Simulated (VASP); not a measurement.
# CdS (F-43m) in VASP: single point with r2SCAN

Aim: the single point of CdS with r2SCAN.

Program: VASP 6.6.1. These are calculated values, not measurements. Logs are shortened: lines on timing, memory, paths and dates and some standing lists are left out, and cuts for length are marked.

## 1. The cell of the first run

The structure is cubic, space group F-43m (No. 216). The conventional cell has a = 5.878 Å, b = 5.878 Å, c = 5.878 Å, α = 90.00°, β = 90.00°, γ = 90.00°. Cd (site symmetry -43m) has 4 S at 2.55 Å within 3.4 Å. S (site symmetry -43m) has 4 Cd at 2.55 Å within 3.4 Å.

## 2. Single point, r2SCAN

POSCAR reads:

```
CdS
1.0
    0.0000000000      2.9392148400      2.9392148400
    2.9392148400      0.0000000000      2.9392148400
    2.9392148400      2.9392148400      0.0000000000
Cd S
1 1
Direct
    0.0000000000      0.0000000000      0.0000000000
    0.2500000000      0.2500000000      0.2500000000
```

INCAR.step1 reads:

```
SYSTEM = CdS
PREC = Accurate
ENCUT = 520
ISMEAR = 0
SIGMA = 0.01
LREAL = .False.
LASPH = .True.
NELM = 60
NBANDS = 16
GGA = PE
ALGO = Normal
EDIFF = 1E-4
LWAVE = .True.
LCHARG = .False.
```

INCAR.step2 reads:

```
SYSTEM = CdS
PREC = Accurate
ENCUT = 520
EDIFF = 1E-6
ISMEAR = 0
SIGMA = 0.01
LREAL = .False.
LASPH = .True.
NELM = 60
ALGO = Normal
ISIF = 2
LWAVE = .False.
LCHARG = .False.
METAGGA = R2SCAN
LMIXTAU = .True.
NBANDS = 16
ISTART = 1
```

KPOINTS reads:

```
regular mesh
0
Gamma
  6 6 6
  0 0 0
```

Potentials or basis: VASP PAW PBE potentials, release 64 (Cd, S).

Command:

```sh
cat potpaw_PBE.64/Cd/POTCAR potpaw_PBE.64/S/POTCAR > POTCAR
cp INCAR.step1 INCAR
mpirun -np 1 vasp_std > vasp.out
cp INCAR.step2 INCAR
mpirun -np 1 vasp_std > vasp.out
```

OUTCAR:

```text
SYSTEM = CdS
   PREC = Accurate
   ENCUT = 520
   EDIFF = 1E-6
   ISMEAR = 0
   LREAL = .False.
   LASPH = .True.
   NELM = 60
   ISIF = 2
   METAGGA = R2SCAN
   ISTART = 1

 ion  position               nearest neighbor table
   1  0.000  0.000  0.000-   2 2.55   2 2.55   2 2.55   2 2.55
   2  0.250  0.250  0.250-   1 2.55   1 2.55   1 2.55   1 2.55

  LATTYP: Found a face centered cubic cell.
 ALAT       =     5.8784296800

  Lattice vectors:

 A1 = (   0.0000000000,   2.9392148400,   2.9392148400)
 A2 = (   2.9392148400,   0.0000000000,   2.9392148400)
 A3 = (   2.9392148400,   2.9392148400,   0.0000000000)

Analysis of symmetry for initial positions (statically):
[... 5 lines left out ...]
 face centered cubic supercell.

 Subroutine GETGRP returns: Found 24 space group operations
 (whereof 24 operations were pure point group operations)
 out of a pool of 48 trial point group operations.

The static configuration has the point symmetry T_d .

Analysis of symmetry for dynamics (positions and initial velocities):
[... 5 lines left out ...]
 face centered cubic supercell.

 Subroutine GETGRP returns: Found 24 space group operations
 (whereof 24 operations were pure point group operations)
 out of a pool of 48 trial point group operations.

The dynamic configuration has the point symmetry T_d .

 Subroutine INISYM returns: Found 24 space group operations
 (whereof 24 operations are pure point group operations),
 and found     1 'primitive' translations

----------------------------------------------------------------------------------------

                                     Primitive cell

  volume of cell :      50.7837

  direct lattice vectors                    reciprocal lattice vectors
     0.000000000  2.939214840  2.939214840    -0.170113458  0.170113458  0.170113458
     2.939214840  0.000000000  2.939214840     0.170113458 -0.170113458  0.170113458
     2.939214840  2.939214840  0.000000000     0.170113458  0.170113458 -0.170113458

  length of vectors
     4.156677489  4.156677489  4.156677489     0.294645152  0.294645152  0.294645152

  position of ions in fractional coordinates (direct lattice)
     0.000000000  0.000000000  0.000000000
     0.250000000  0.250000000  0.250000000

  ion indices of the primitive-cell ions
   primitive index   ion index
                 1           1
                 2           2

----------------------------------------------------------------------------------------

 KPOINTS: regular mesh

Automatic generation of k-mesh.
 Grid dimensions read from file:
 generate k-points for:    6    6    6

 Generating k-lattice:

  Cartesian coordinates                     Fractional coordinates (reciprocal lattice)
    -0.028352243  0.028352243  0.028352243     0.166666667  0.000000000  0.000000000
     0.028352243 -0.028352243  0.028352243     0.000000000  0.166666667  0.000000000
     0.028352243  0.028352243 -0.028352243     0.000000000  0.000000000  0.166666667

  Length of vectors
     0.049107525  0.049107525  0.049107525

  Shift w.r.t. Gamma in fractional coordinates (k-lattice)
     0.000000000  0.000000000  0.000000000

 Subroutine IBZKPT returns following result:
 ===========================================

 Found     16 irreducible k-points:

 Following reciprocal coordinates:
            Coordinates               Weight
  0.000000  0.000000  0.000000      1.000000
  0.166667  0.000000  0.000000      8.000000
  0.333333  0.000000  0.000000      8.000000
  0.500000  0.000000  0.000000      4.000000
  0.166667  0.166667  0.000000      6.000000
  0.333333  0.166667  0.000000     24.000000
[... 8 lines left out ...]
 -0.333333  0.333333  0.166667     24.000000
 -0.333333  0.500000  0.166667     12.000000
   k-points           NKPTS =     16   k-points in BZ     NKDIM =     16   number of bands    NBANDS=     16
   number of dos      NEDOS =    301   number of ions     NIONS =      2
   total plane-waves  NPLWV =  32768
   dimension x,y,z NGX =    32 NGY =   32 NGZ =   32
   dimension x,y,z NGXF=    64 NGYF=   64 NGZF=   64
   ions per type =               1   1
   NGX,Y,Z   is equivalent  to a cutoff of  12.80, 12.80, 12.80 a.u.
   NGXF,Y,Z  is equivalent  to a cutoff of  25.60, 25.60, 25.60 a.u.
 SYSTEM =  CdS
   PREC   = accura    normal or accurate (medium, high low for compatibility)
   ISTART =      1    job   : 0-new  1-cont  2-samecut
   ICHARG =      0    charge: 1-file 2-atom 10-const
   ISPIN  =      1    spin polarized calculation?
   LNONCOLLINEAR =      F non collinear calculations
   LSORBIT =      F    spin-orbit coupling
   LASPH  =      T    aspherical Exc in radial PAW
   ENCUT  =  520.0 eV  38.22 Ry    6.18 a.u.   7.73  7.73  7.73*2*pi/ulx,y,z
   NELM   =     60;   NELMIN=  2; NELMDL=  0     # of ELM steps
   EDIFF  = 0.1E-05   stopping-criterion for ELM
   LREAL  =      F    real-space projection
   EDIFFG = 0.1E-04   stopping-criterion for IOM
   NSW    =      0    number of steps for IOM
   IBRION =     -1    ionic relax: 0-MD 1-quasi-New 2-CG
   NFREE  =      0    steps in history (QN), initial steepest desc. (CG)
   ISIF   =      2    stress and relaxation
   ISYM   =      2    0-nonsym 1-usesym 2-fastsym
   POTIM  = 0.5000    time-step for ionic-motion
   TEBEG  =    0.0;   TEEND  =   0.0 temperature during run
   PSTRESS=    0.0 pullay stress
   NELECT =      18.0000    total number of electrons
   NUPDOWN=      -1.0000    fix difference up-down
   EMIN   =  10.00;   EMAX   =-10.00  energy-range for DOS
   EFERMI =   0.00;   METHOD = LEGACY
   ISMEAR =     0;   SIGMA  =   0.01  broadening in eV -4-tet -1-fermi 0-gaus
   EFERMI_NEDOS =   21; number of points for ismear=-14 and -15
   IALGO  =     38    algorithm
   IMIX   =      4    mixing-type and parameters
     AMIX     =   0.40;   BMIX     =  1.00
     AMIX_MAG =   1.60;   BMIX_MAG =  1.00
  volume/ion in A,a.u.               =      25.39       171.35
  Fermi-wavevector in a.u.,A,eV,Ry     =   1.158575  2.189390 18.263062  1.342297
  Thomas-Fermi vector in A             =   2.295176
   LORBIT       =      0    0 simple, 1 ext, 2 COOP (PROOUT), +10 PAW based schemes
   METAGGA = R2SCAN    functional components
   LHFCALC =     F    Hartree Fock is set to
   AEXX    =    0.0000 exact exchange contribution
   IVDW    =     0    specifies the selected vdW correction
   LEPSILON=     F    determine dielectric tensor
   LRPA    =     F    only Hartree local field effects (RPA)
 non-spin polarized calculation
 Gauss-broadening in eV      SIGMA  =   0.01
  energy-cutoff  :      520.00
  volume of cell :       50.78
 maximum number of plane-waves:      1381
   NGX = 15   NGY = 15   NGZ = 15

 number of electron      18.0000005 magnetization

 Free energy of the ion-electron system (eV)
  ---------------------------------------------------
  ext. energy  EPLUGINS =         0.00000000
  ---------------------------------------------------
  free energy    TOTEN  =       -29.68435406 eV

  energy without entropy =      -29.68435406  energy(sigma->0) =      -29.68435406

 E-fermi :   0.9719     XC(G=0):  -9.6185

 val. band max:        0.8541299176   @ k =   0.0000   0.0000   0.0000
 cond. band min:       2.3915780870   @ k =   0.0000   0.0000   0.0000
 fundamental gap:      1.5374481694
 Fermi energy:         0.9719380071

 k-point     1 :       0.0000    0.0000    0.0000
  band No.  band energies     occupation
      1     -11.8769      2.00000
      2      -7.0333      2.00000
      3      -7.0333      2.00000
      4      -7.0333      2.00000
      5      -6.5529      2.00000
      6      -6.5529      2.00000
[... 8 lines left out ...]
     15      12.8289      0.00000
     16      12.8289      0.00000

 k-point     2 :       0.1667    0.0000    0.0000
  band No.  band energies     occupation
      1     -11.7752      2.00000
      2      -6.9961      2.00000
      3      -6.9961      2.00000
      4      -6.9282      2.00000
      5      -6.5534      2.00000
      6      -6.5534      2.00000
[... 8 lines left out ...]
     15      12.0055      0.00000
     16      13.0754      0.00000

 k-point     3 :       0.3333    0.0000    0.0000
  band No.  band energies     occupation
      1     -11.5710      2.00000
      2      -6.9343      2.00000
      3      -6.9343      2.00000
      4      -6.5557      2.00000
      5      -6.5369      2.00000
      6      -6.5369      2.00000
[... 8 lines left out ...]
     15      12.4703      0.00000
     16      12.4703      0.00000

 k-point     4 :       0.5000    0.0000    0.0000
  band No.  band energies     occupation
      1     -11.4696      2.00000
      2      -6.9122      2.00000
      3      -6.9122      2.00000
      4      -6.5173      2.00000
      5      -6.5173      2.00000
      6      -6.1873      2.00000
[... 8 lines left out ...]
     15      13.9824      0.00000
     16      13.9824      0.00000

 k-point     5 :       0.1667    0.1667    0.0000
  band No.  band energies     occupation
      1     -11.7417      2.00000
      2      -6.9577      2.00000
      3      -6.9577      2.00000
      4      -6.9467      2.00000
      5      -6.5753      2.00000
      6      -6.5322      2.00000
[... 8 lines left out ...]
     15      13.0227      0.00000
     16      14.7160      0.00000

 k-point     6 :       0.3333    0.1667    0.0000
  band No.  band energies     occupation
      1     -11.5728      2.00000
      2      -6.9156      2.00000
      3      -6.8847      2.00000
      4      -6.7156      2.00000
      5      -6.5275      2.00000
      6      -6.5134      2.00000
[... 8 lines left out ...]
     15      13.2599      0.00000
     16      14.2590      0.00000
[... 115 lines left out ...]
 k-point    13 :       0.5000    0.5000    0.0000
  band No.  band energies     occupation
      1     -11.3435      2.00000
      2      -6.8003      2.00000
      3      -6.6902      2.00000
      4      -6.6902      2.00000
      5      -6.4695      2.00000
      6      -6.1212      2.00000
[... 8 lines left out ...]
     15      13.8059      0.00000
     16      14.9243      0.00000

 k-point    14 :       0.5000    0.3333    0.1667
  band No.  band energies     occupation
      1     -11.4408      2.00000
      2      -6.8440      2.00000
      3      -6.8346      2.00000
      4      -6.6440      2.00000
      5      -6.5144      2.00000
      6      -6.2683      2.00000
[... 8 lines left out ...]
     15      14.4422      0.00000
     16      14.7089      0.00000

 k-point    15 :      -0.3333    0.3333    0.1667
  band No.  band energies     occupation
      1     -11.3762      2.00000
      2      -6.8363      2.00000
      3      -6.7985      2.00000
      4      -6.5918      2.00000
      5      -6.5347      2.00000
      6      -6.0194      2.00000
[... 8 lines left out ...]
     15      13.8790      0.00000
     16      14.7830      0.00000

 k-point    16 :      -0.3333    0.5000    0.1667
  band No.  band energies     occupation
      1     -11.3447      2.00000
      2      -6.7968      2.00000
      3      -6.7618      2.00000
      4      -6.6312      2.00000
      5      -6.5121      2.00000
      6      -5.9901      2.00000
[... 8 lines left out ...]
     15      14.6695      0.00000
     16      14.7252      0.00000

------------------------ aborting loop because EDIFF is reached ----------------------------------------

  FORCE on cell =-STRESS in cart. coord.  units (eV):
  Direction    XX          YY          ZZ          XY          YZ          ZX
  --------------------------------------------------------------------------------------
  -------------------------------------------------------------------------------------
  Total        0.0937951      0.0937951      0.0937951     -0.0000000      0.0000000     -0.0000000
  in kB        2.9591473      2.9591473      2.9591473     -0.0000000      0.0000000     -0.0000000
  external PRESSURE =       2.9591473 kB  Pullay stress =       0.0000000 kB

 VOLUME and BASIS-vectors are now :
 -----------------------------------------------------------------------------
  energy-cutoff  :      520.00
  volume of cell :       50.78
      direct lattice vectors                 reciprocal lattice vectors
     0.000000000  2.939214840  2.939214840    -0.170113458  0.170113458  0.170113458
     2.939214840  0.000000000  2.939214840     0.170113458 -0.170113458  0.170113458
     2.939214840  2.939214840  0.000000000     0.170113458  0.170113458 -0.170113458

 POSITION                                       TOTAL-FORCE (eV/Angst)
 -----------------------------------------------------------------------------------
      0.00000      0.00000      0.00000         0.000000      0.000000      0.000000
      1.46961      1.46961      1.46961        -0.000000     -0.000000     -0.000000
 -----------------------------------------------------------------------------------
    total drift:                               -0.000004     -0.000004     -0.000004

  FREE ENERGIE OF THE ION-ELECTRON SYSTEM (eV)
  ---------------------------------------------------
  free  energy   TOTEN  =       -29.6843540584 eV

  energy  without entropy=      -29.6843540584  energy(sigma->0) =      -29.68435406
```

Wall time 45 s (1 thread of AMD EPYC 9R45 (Zen 5), shared host); peak memory 0.15 GiB.

What came out:

- Free energy: -29.6844 eV
- Pressure: 0.3 GPa
- Band gap on the k mesh: 1.54 eV, direct

Levels at points of the mesh, in eV from the valence-band top:
| k point | band 5 | band 6 | band 7 | band 8 | band 9 | band 10 | band 11 | band 12 | band 13 | band 14 |
| --- | --- | --- | --- | --- | --- | --- | --- | --- | --- | --- |
| (0.00, 0.00, 0.00) | -7.41 | -7.41 | 0.00 | 0.00 | 0.00 | 1.54 | 7.08 | 7.08 | 7.08 | 11.82 |
| (0.50, 0.00, 0.00) | -7.37 | -7.04 | -4.32 | -0.73 | -0.73 | 3.44 | 7.48 | 7.48 | 7.83 | 11.49 |
| (0.50, 0.50, 0.00) | -7.32 | -6.98 | -3.88 | -1.84 | -1.84 | 3.88 | 4.73 | 9.69 | 11.40 | 11.40 |

Caveat: the PAW data sets were made with another functional, which shifts forces and pressure a little. r2SCAN opens gaps a little over a GGA but as a rule still falls short of measured ones.
